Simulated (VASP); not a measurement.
# Be (P6_3/mmc) in VASP: a series of runs

The runs below take Be through single point, with PBE.

Program: VASP 6.6.1. These are calculated values, not measurements. Logs are shortened: lines on timing, memory, paths and dates and some standing lists are left out, and cuts for length are marked.

### 1 The cell of the first run

Symmetry: P6_3/mmc, No. 194, hexagonal system. The conventional cell has a = 2.266 Å, b = 2.266 Å, c = 3.559 Å, α = 90.00°, β = 90.00°, γ = 120.00°. Within 2.9 Å of Be (site symmetry -6m2) lie 12 Be at 2.21 to 2.27 Å.

### 2 Single point, PBE

The input, INCAR:

```
  ALGO = Normal
  EDIFF = 1E-6
  ENCUT = 520
  GGA = PE
  ISIF = 2
  ISMEAR = -1
  LASPH = T
  LCHARG = F
  LREAL = F
  LWAVE = F
  NBANDS = 9
  NELM = 80
  PREC = Accurate
  SIGMA = 0.1
```

The input, KPOINTS:

```
k-points
0
Gamma
  3 3 2
```

The input, POSCAR:

```
Be
1.0
    2.2656737714      0.0000000000      0.0000000000
   -1.1328368857      1.9621310427      0.0000000000
    0.0000000000      0.0000000000      3.5587036811
Be
2
Direct
    0.3333333333      0.6666666667      0.2500000000
    0.6666666667      0.3333333333      0.7500000000
```

Potentials or basis: VASP PAW PBE potentials, release 64 (Be).

The run is started by

```sh
cat potpaw_PBE.64/Be/POTCAR > POTCAR
mpirun -np 1 vasp_std > vasp.out
```

OUTCAR:

```text
EDIFF = 1E-6
   ENCUT = 520
   GGA = PE
   ISIF = 2
   ISMEAR = -1
   LASPH = T
   LREAL = F
   NELM = 80
   PREC = Accurate

 ion  position               nearest neighbor table
   1  0.333  0.667  0.250-   2 2.21   2 2.21   2 2.21   2 2.21   2 2.21   2 2.21
   2  0.667  0.333  0.750-   1 2.21   1 2.21   1 2.21   1 2.21   1 2.21   1 2.21

  LATTYP: Found a hexagonal cell.
 ALAT       =     2.2656737714
 C/A-ratio  =     1.5707043644

  Lattice vectors:

 A1 = (   2.2656737714,   0.0000000000,   0.0000000000)
 A2 = (  -1.1328368857,   1.9621310427,   0.0000000000)
 A3 = (   0.0000000000,   0.0000000000,   3.5587036811)

Analysis of symmetry for initial positions (statically):
=====================================================================
 Subroutine PRICEL returns:
 Original cell was already a primitive cell.

 Routine SETGRP: Setting up the symmetry group for a
 hexagonal supercell.

 Subroutine GETGRP returns: Found 24 space group operations
 (whereof 12 operations were pure point group operations)
 out of a pool of 24 trial point group operations.

The static configuration has the point symmetry D_3d.
 The point group associated with its full space group is D_6h.

Analysis of symmetry for dynamics (positions and initial velocities):
=====================================================================
 Subroutine PRICEL returns:
 Original cell was already a primitive cell.

 Routine SETGRP: Setting up the symmetry group for a
 hexagonal supercell.

 Subroutine GETGRP returns: Found 24 space group operations
 (whereof 12 operations were pure point group operations)
 out of a pool of 24 trial point group operations.

The dynamic configuration has the point symmetry D_3d.
 The point group associated with its full space group is D_6h.

 Subroutine INISYM returns: Found 24 space group operations
 (whereof 12 operations are pure point group operations),
 and found     1 'primitive' translations

----------------------------------------------------------------------------------------

                                     Primitive cell

  volume of cell :      15.8204

  direct lattice vectors                    reciprocal lattice vectors
     2.265673771  0.000000000  0.000000000     0.441369809  0.254824978  0.000000000
    -1.132836886  1.962131043  0.000000000     0.000000000  0.509649956  0.000000000
     0.000000000  0.000000000  3.558703681     0.000000000  0.000000000  0.281001199

  length of vectors
     2.265673771  2.265673771  3.558703681     0.509649956  0.509649956  0.281001199

  position of ions in fractional coordinates (direct lattice)
     0.333333333  0.666666667  0.250000000
     0.666666667  0.333333333  0.750000000

  ion indices of the primitive-cell ions
   primitive index   ion index
                 1           1
                 2           2

----------------------------------------------------------------------------------------

 KPOINTS: k-points

Automatic generation of k-mesh.
 Grid dimensions read from file:
 generate k-points for:    3    3    2

 Generating k-lattice:

  Cartesian coordinates                     Fractional coordinates (reciprocal lattice)
     0.147123270  0.084941659  0.000000000     0.333333333 -0.000000000  0.000000000
     0.000000000  0.169883319  0.000000000     0.000000000  0.333333333  0.000000000
     0.000000000  0.000000000  0.140500599     0.000000000  0.000000000  0.500000000

  Length of vectors
     0.169883319  0.169883319  0.140500599

  Shift w.r.t. Gamma in fractional coordinates (k-lattice)
     0.000000000  0.000000000  0.000000000

 Subroutine IBZKPT returns following result:
 ===========================================

 Found      6 irreducible k-points:

 Following reciprocal coordinates:
            Coordinates               Weight
  0.000000  0.000000  0.000000      1.000000
  0.333333 -0.000000  0.000000      6.000000
  0.333333  0.333333  0.000000      2.000000
  0.000000  0.000000  0.500000      1.000000
  0.333333 -0.000000  0.500000      6.000000
  0.333333  0.333333  0.500000      2.000000
   k-points           NKPTS =      6   k-points in BZ     NKDIM =      6   number of bands    NBANDS=      9
   number of dos      NEDOS =    301   number of ions     NIONS =      2
   total plane-waves  NPLWV =   9072
   dimension x,y,z NGX =    18 NGY =   18 NGZ =   28
   dimension x,y,z NGXF=    36 NGYF=   36 NGZF=   56
   ions per type =               2
   NGX,Y,Z   is equivalent  to a cutoff of  13.21, 13.21, 13.08 a.u.
   NGXF,Y,Z  is equivalent  to a cutoff of  26.42, 26.42, 26.16 a.u.
 SYSTEM =  unknown system
   PREC   = accura    normal or accurate (medium, high low for compatibility)
   ISTART =      0    job   : 0-new  1-cont  2-samecut
   ICHARG =      2    charge: 1-file 2-atom 10-const
   ISPIN  =      1    spin polarized calculation?
   LNONCOLLINEAR =      F non collinear calculations
   LSORBIT =      F    spin-orbit coupling
   LASPH  =      T    aspherical Exc in radial PAW
   ENCUT  =  520.0 eV  38.22 Ry    6.18 a.u.   4.21  4.21  6.62*2*pi/ulx,y,z
   NELM   =     80;   NELMIN=  2; NELMDL= -5     # of ELM steps
   EDIFF  = 0.1E-05   stopping-criterion for ELM
   LREAL  =      F    real-space projection
   EDIFFG = 0.1E-04   stopping-criterion for IOM
   NSW    =      0    number of steps for IOM
   IBRION =     -1    ionic relax: 0-MD 1-quasi-New 2-CG
   NFREE  =      0    steps in history (QN), initial steepest desc. (CG)
   ISIF   =      2    stress and relaxation
   ISYM   =      2    0-nonsym 1-usesym 2-fastsym
   POTIM  = 0.5000    time-step for ionic-motion
   TEBEG  =    0.0;   TEEND  =   0.0 temperature during run
   PSTRESS=    0.0 pullay stress
   NELECT =       4.0000    total number of electrons
   NUPDOWN=      -1.0000    fix difference up-down
   EMIN   =  10.00;   EMAX   =-10.00  energy-range for DOS
   EFERMI =   0.00;   METHOD = LEGACY
   ISMEAR =    -1;   SIGMA  =   0.10  broadening in eV -4-tet -1-fermi 0-gaus
   EFERMI_NEDOS =   21; number of points for ismear=-14 and -15
   IALGO  =     38    algorithm
   IMIX   =      4    mixing-type and parameters
     AMIX     =   0.40;   BMIX     =  1.00
     AMIX_MAG =   1.60;   BMIX_MAG =  1.00
  volume/ion in A,a.u.               =       7.91        53.38
  Fermi-wavevector in a.u.,A,eV,Ry     =   1.035196  1.956236 14.580411  1.071630
  Thomas-Fermi vector in A             =   2.169527
   LORBIT       =      0    0 simple, 1 ext, 2 COOP (PROOUT), +10 PAW based schemes
   GGA     = PE    functional components
   LHFCALC =     F    Hartree Fock is set to
   AEXX    =    0.0000 exact exchange contribution
   IVDW    =     0    specifies the selected vdW correction
   LEPSILON=     F    determine dielectric tensor
   LRPA    =     F    only Hartree local field effects (RPA)
 non-spin polarized calculation
  energy-cutoff  :      520.00
  volume of cell :       15.82
 maximum number of plane-waves:       446
 NGX is ok and might be reduce to    18
   NGX =  9   NGY =  9   NGZ = 13

 number of electron       4.0000000 magnetization

 Free energy of the ion-electron system (eV)
  ---------------------------------------------------
  ext. energy  EPLUGINS =         0.00000000
  ---------------------------------------------------
  free energy    TOTEN  =        -6.25442128 eV

  energy without entropy =       -6.20964835  energy(sigma->0) =       -6.23203482

 E-fermi :   6.8334     XC(G=0): -10.5928

 val. band max:        6.7659331585   @ k =   0.3333  -0.0000   0.0000
 cond. band min:       7.3649563355   @ k =   0.3333   0.3333   0.5000
 fundamental gap:      0.5990231771
 Fermi energy:         6.8333789737

 k-point     1 :       0.0000    0.0000    0.0000
  band No.  band energies     occupation
      1      -4.3159      2.00000
      2       2.6390      2.00000
      3       8.1635      0.00000
      4      22.9884      0.00000
      5      22.9884      0.00000
      6      25.8325      0.00000
      7      25.8325      0.00000
      8      28.0273      0.00000
      9      34.0768      0.00000

 k-point     2 :       0.3333   -0.0000    0.0000
  band No.  band energies     occupation
      1      -1.1323      2.00000
      2       6.7659      1.32500
      3       7.5078      0.00235
      4      13.3415      0.00000
      5      17.3738      0.00000
      6      19.2548      0.00000
      7      20.6672      0.00000
      8      24.7519      0.00000
      9      26.6504      0.00000

 k-point     3 :       0.3333    0.3333    0.0000
  band No.  band energies     occupation
      1       4.5215      2.00000
      2       6.0254      1.99938
      3       6.0254      1.99938
      4      13.7714      0.00000
      5      13.7714      0.00000
      6      13.8039      0.00000
      7      19.2166      0.00000
      8      21.0276      0.00000
      9      21.0276      0.00000

 k-point     4 :       0.0000    0.0000    0.5000
  band No.  band energies     occupation
      1      -2.1421      2.00000
      2      -2.1421      2.00000
      3      17.8127      0.00000
      4      17.8127      0.00000
      5      24.6433      0.00000
      6      24.6433      0.00000
      7      24.6433      0.00000
      8      24.6433      0.00000
      9      34.2379      0.00000

 k-point     5 :       0.3333   -0.0000    0.5000
  band No.  band energies     occupation
      1       1.0122      2.00000
      2       1.0122      2.00000
      3      12.6373      0.00000
      4      12.6373      0.00000
      5      19.9543      0.00000
      6      19.9543      0.00000
      7      20.8643      0.00000
      8      20.8643      0.00000
      9      28.2637      0.00000

 k-point     6 :       0.3333    0.3333    0.5000
  band No.  band energies     occupation
      1       5.9073      1.99981
      2       5.9073      1.99981
      3       7.3650      0.00978
      4       7.3650      0.00978
      5      13.3355      0.00000
      6      13.3355      0.00000
      7      23.3660      0.00000
      8      23.3660      0.00000
      9      31.2612      0.00000

------------------------ aborting loop because EDIFF is reached ----------------------------------------

  FORCE on cell =-STRESS in cart. coord.  units (eV):
  Direction    XX          YY          ZZ          XY          YZ          ZX
  --------------------------------------------------------------------------------------
  -------------------------------------------------------------------------------------
  Total        1.7510591      1.7510591     -0.5923869      0.0000000     -0.0000000      0.0000000
  in kB      177.3348837    177.3348837    -59.9927534      0.0000000     -0.0000000      0.0000000
  external PRESSURE =      98.2256713 kB  Pullay stress =       0.0000000 kB

 VOLUME and BASIS-vectors are now :
 -----------------------------------------------------------------------------
  energy-cutoff  :      520.00
  volume of cell :       15.82
      direct lattice vectors                 reciprocal lattice vectors
     2.265673771  0.000000000  0.000000000     0.441369809  0.254824978  0.000000000
    -1.132836886  1.962131043  0.000000000     0.000000000  0.509649956  0.000000000
     0.000000000  0.000000000  3.558703681     0.000000000  0.000000000  0.281001199

 POSITION                                       TOTAL-FORCE (eV/Angst)
 -----------------------------------------------------------------------------------
     -0.00000      1.30809      0.88968         0.000000     -0.000000      0.000000
      1.13284      0.65404      2.66903        -0.000000      0.000000      0.000000
 -----------------------------------------------------------------------------------
    total drift:                                0.000000     -0.000000      0.000000

  FREE ENERGIE OF THE ION-ELECTRON SYSTEM (eV)
  ---------------------------------------------------
  free  energy   TOTEN  =        -6.2544212813 eV

  energy  without entropy=       -6.2096483520  energy(sigma->0) =       -6.23203482
```

Run time: 1.7 s. Hardware: 1 thread of Intel Xeon Platinum 8488C (Sapphire Rapids), shared host; peak memory 0.12 GiB.

Results:

```
Free energy            : -6.2544 eV
Pressure               : 9.8 GPa
Band gap on the k mesh : zero (band 2 reaches 6.77 eV, above the bottom of band 3 at 6.03 eV)
```

Stress tensor (GPa, compression positive):
```
17.73  0.00  0.00
 0.00 17.73  0.00
 0.00  0.00 -6.00
```

Levels at points of the mesh, in eV from the Fermi level:
| k point | band 1 | band 2 | band 3 | band 4 | band 5 |
| --- | --- | --- | --- | --- | --- |
| (0.00, 0.00, 0.00) | -11.15 | -4.19 | 1.33 | 16.16 | 16.16 |
| (0.00, 0.00, 0.50) | -8.98 | -8.98 | 10.98 | 10.98 | 17.81 |

Caveat: the k points lie up to 1.07 Å⁻¹ apart.

### 3 Single point, PBE

The input, INCAR:

```
PREC = Accurate ; ENCUT = 520
EDIFF = 1E-7 ; ISMEAR = -1
SIGMA = 0.1 ; LREAL = F
LASPH = T ; NELM = 80
ALGO = Normal ; ISIF = 2
LWAVE = F ; LCHARG = F
GGA = PE ; NBANDS = 9
```

The input, KPOINTS:

```
regular mesh
0
Gamma
  4 4 2
```

POSCAR is that of step 2.

Potentials or basis: VASP PAW PBE potentials, release 64 (Be).

The run is started by

```sh
cat potpaw_PBE.64/Be/POTCAR > POTCAR
mpirun -np 1 vasp_std > vasp.out
```

OUTCAR:

```text
PREC = Accurate
   ENCUT = 520
   EDIFF = 1E-7
   ISMEAR = -1
   LREAL = F
   LASPH = T
   NELM = 80
   ISIF = 2
   GGA = PE

 ion  position               nearest neighbor table
   1  0.333  0.667  0.250-   2 2.21   2 2.21   2 2.21   2 2.21   2 2.21   2 2.21
   2  0.667  0.333  0.750-   1 2.21   1 2.21   1 2.21   1 2.21   1 2.21   1 2.21

  LATTYP: Found a hexagonal cell.
 ALAT       =     2.2656737714
 C/A-ratio  =     1.5707043644

  Lattice vectors:

 A1 = (   2.2656737714,   0.0000000000,   0.0000000000)
 A2 = (  -1.1328368857,   1.9621310427,   0.0000000000)
 A3 = (   0.0000000000,   0.0000000000,   3.5587036811)

Analysis of symmetry for initial positions (statically):
=====================================================================
 Subroutine PRICEL returns:
 Original cell was already a primitive cell.

 Routine SETGRP: Setting up the symmetry group for a
 hexagonal supercell.

 Subroutine GETGRP returns: Found 24 space group operations
 (whereof 12 operations were pure point group operations)
 out of a pool of 24 trial point group operations.

[... 151 lines left out ...]
 fundamental gap:      0.3518816569
 Fermi energy:         8.0569766158

 k-point     1 :       0.0000    0.0000    0.0000
  band No.  band energies     occupation
      1      -4.3253      2.00000
      2       2.6096      2.00000
      3       8.1763      0.46531
      4      22.9662      0.00000
      5      22.9662      0.00000
      6      25.8231      0.00000
      7      25.8231      0.00000
      8      28.0005      0.00000
      9      34.0840      0.00000
[... 73 lines left out ...]
 k-point     8 :       0.2500    0.2500    0.5000
  band No.  band energies     occupation
      1       3.1199      2.00000
      2       3.1199      2.00000
      3      10.5776      0.00000
      4      10.5776      0.00000
      5      14.5423      0.00000
      6      14.5423      0.00000
      7      22.6664      0.00000
      8      22.6664      0.00000
      9      31.8118      0.00000

------------------------ aborting loop because EDIFF is reached ----------------------------------------

  FORCE on cell =-STRESS in cart. coord.  units (eV):
  Direction    XX          YY          ZZ          XY          YZ          ZX
  --------------------------------------------------------------------------------------
  -------------------------------------------------------------------------------------
  Total       -0.2250042     -0.2250042      1.2156266      0.0000000      0.0000000      0.0000000
  in kB      -22.7868334    -22.7868334    123.1100684      0.0000000      0.0000000      0.0000000
  external PRESSURE =      25.8454672 kB  Pullay stress =       0.0000000 kB

 VOLUME and BASIS-vectors are now :
 -----------------------------------------------------------------------------
  energy-cutoff  :      520.00
  volume of cell :       15.82
      direct lattice vectors                 reciprocal lattice vectors
     2.265673771  0.000000000  0.000000000     0.441369809  0.254824978  0.000000000
    -1.132836886  1.962131043  0.000000000     0.000000000  0.509649956  0.000000000
     0.000000000  0.000000000  3.558703681     0.000000000  0.000000000  0.281001199

 POSITION                                       TOTAL-FORCE (eV/Angst)
 -----------------------------------------------------------------------------------
     -0.00000      1.30809      0.88968         0.000000      0.000000      0.000000
      1.13284      0.65404      2.66903        -0.000000     -0.000000      0.000000
 -----------------------------------------------------------------------------------
    total drift:                                0.000000     -0.000000      0.000000

  FREE ENERGIE OF THE ION-ELECTRON SYSTEM (eV)
  ---------------------------------------------------
  free  energy   TOTEN  =        -7.0833636095 eV

  energy  without entropy=       -7.0605659426  energy(sigma->0) =       -7.07196478
```

Run time: 2 s. Hardware: 1 thread of Intel Xeon Platinum 8488C (Sapphire Rapids), shared host; peak memory 0.12 GiB.

The run converged, but its numbers aren't listed here, since they failed a check.

Caveat: the k points lie up to 0.88 Å⁻¹ apart; the mesh shows a gap though the element is a metal.

(Continued in part 2 of 2.)
